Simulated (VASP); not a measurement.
# CuF: relaxation of cell and atoms with LDA

The system is CuF.

```
CELL_PARAMETERS angstrom
2.79368 0.00000 0.00000
0.00000 2.79368 0.00000
0.00000 0.00000 2.79368
ATOMIC_POSITIONS crystal
Cu 0.00000 0.00000 0.00000
F 0.50000 0.50000 0.50000
```

```
Program                : VASP 6.6.1
Task                   : relaxation of cell and atoms
Functional             : LDA
Potentials or basis    : VASP PAW LDA potentials, release 64 (Cu, F)
Cutoff                 : 600 eV
k mesh                 : 8 × 8 × 8
Occupations            : fermi-dirac, width 0.02 eV
Spin                   : no spin polarisation
Dipole correction      : no
Further INCAR settings : ALGO = Normal; EDIFF = 1e-06; IBRION = 2; EDIFFG = -0.005; NSW = 80; ISIF = 3
```

| Property | Result |
| --- | --- |
| Relaxed volume | 9.62 Å³/atom |
| Relaxed cell | a = 2.680 Å, b = 2.680 Å, c = 2.680 Å, α = 90.00°, β = 90.00°, γ = 90.00° |
| Space group after relaxing (to 0.05 Å) | Pm-3m (No. 221) |
| Energy gained by relaxing | 58.7 meV/atom |
| Ionic steps | 4 |
| Pressure after relaxing | -0.1 GPa |
| Band gap on the k mesh | zero (band 9 reaches 5.47 eV, above the bottom of band 10 at 5.06 eV) |

Step by step:
| step | energy change (eV) | largest force (eV/Å) | pressure (GPa) | volume (Å³) |
| --- | --- | --- | --- | --- |
| 1 | 0.0000 | 0.0000 | -12.82 | 21.80 |
| 2 | -0.1174 | 0.0000 | 0.58 | 19.16 |
| 3 | -0.1175 | 0.0000 | -0.12 | 19.24 |
| 4 | -0.1175 | 0.0000 | -0.07 | 19.24 |

Final structure:
```
CELL_PARAMETERS angstrom
2.67956 0.00000 0.00000
0.00000 2.67956 0.00000
0.00000 0.00000 2.67956
ATOMIC_POSITIONS crystal
Cu 0.00000 0.00000 0.00000
F 0.50000 0.50000 0.50000
```

Levels at points of the mesh, in eV from the Fermi level:
```tsv
k point	band 5	band 6	band 7	band 8	band 9	band 10	band 11	band 12	band 13
(0.00, 0.00, 0.00)	-2.20	-2.20	-1.91	-0.42	-0.42	-0.42	15.52	15.52	17.60
(0.50, 0.00, 0.00)	-1.92	-0.49	-0.36	-0.18	-0.18	4.23	5.17	17.07	17.07
(0.50, 0.50, 0.00)	-1.99	-1.40	-0.88	-0.88	-0.04	5.12	8.81	8.81	15.33
(0.50, 0.50, 0.50)	-0.02	-0.02	-0.02	-0.01	-0.01	6.77	6.77	6.77	12.22
```

Wall time 8.9 s on 1 thread of Intel(R) Xeon(R) 6975P-C (Granite Rapids), with other jobs on the host, peak memory 0.13 GiB.

Caveat: semilocal functionals often make such compounds metallic where correlation or magnetic order opens a gap, which also shifts bond lengths. With open d or f shells a metallic result of LDA can be an artefact of self-interaction; +U or a hybrid may open a gap.
